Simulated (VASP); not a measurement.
## BiTe4: single point with PBE

The system is BiTe4.

```
Bi Te
1.0
    -3.06745    3.06745    4.69416
     3.06745   -3.06745    4.69416
     3.06745    3.06745   -4.69416
Bi Te
1 4
Direct
  0.00000 0.00000 0.00000
  0.34267 0.34267 0.00000
  0.65733 0.65733 0.00000
  0.50000 0.00000 0.50000
  0.00000 0.50000 0.50000
```

The cell was generated, and may not be a known phase.

```
Program                : VASP 6.6.1
Task                   : single point
Functional             : PBE
Potentials or basis    : VASP PAW PBE potentials, release 64 (Bi_d, Te)
Cutoff                 : 520 eV
k mesh                 : 10 × 10 × 10
Occupations            : gaussian, width 0.1 eV
Spin                   : no spin polarisation
Dipole correction      : no
Further INCAR settings : ALGO = Normal; EDIFF = 1e-06; NBANDS = 28
```

```
Pressure               : -0.1 GPa
Largest force          : 0.013 eV/Å
Band gap on the k mesh : zero (an odd number of electrons rules out a gap without spin polarisation)
```

Forces on the atoms (eV/Å):
```
Bi   0.000  0.000  0.000
Te   0.000  0.000  0.013
Te   0.000  0.000 -0.013
Te   0.000  0.000  0.000
Te   0.000  0.000  0.000
```

Levels at points of the mesh, in eV from the Fermi level:
```csv
k point,band 16,band 17,band 18,band 19,band 20,band 21,band 22,band 23
"(0.00, 0.00, 0.00)",-3.29,-2.13,-1.96,-1.96,0.49,1.47,1.47,2.88
"(0.50, 0.00, 0.00)",-1.60,-1.58,-1.28,-0.59,0.10,0.95,1.16,1.18
"(0.50, 0.50, 0.00)",-1.79,-1.48,-1.28,-0.94,-0.90,-0.11,-0.01,0.51
"(0.50, 0.50, 0.50)",-2.54,-1.26,-1.03,-0.89,-0.89,1.18,1.18,3.66
```

It took 3.9 min on 1 thread of Intel(R) Xeon(R) 6975P-C (Granite Rapids) (shared host), peak memory 0.62 GiB.

Caveat: spin-orbit coupling is left out, which moves the levels of the heavy elements; an odd number of electrons without spin polarisation forces a metal; a magnetic or distorted state may lie lower.
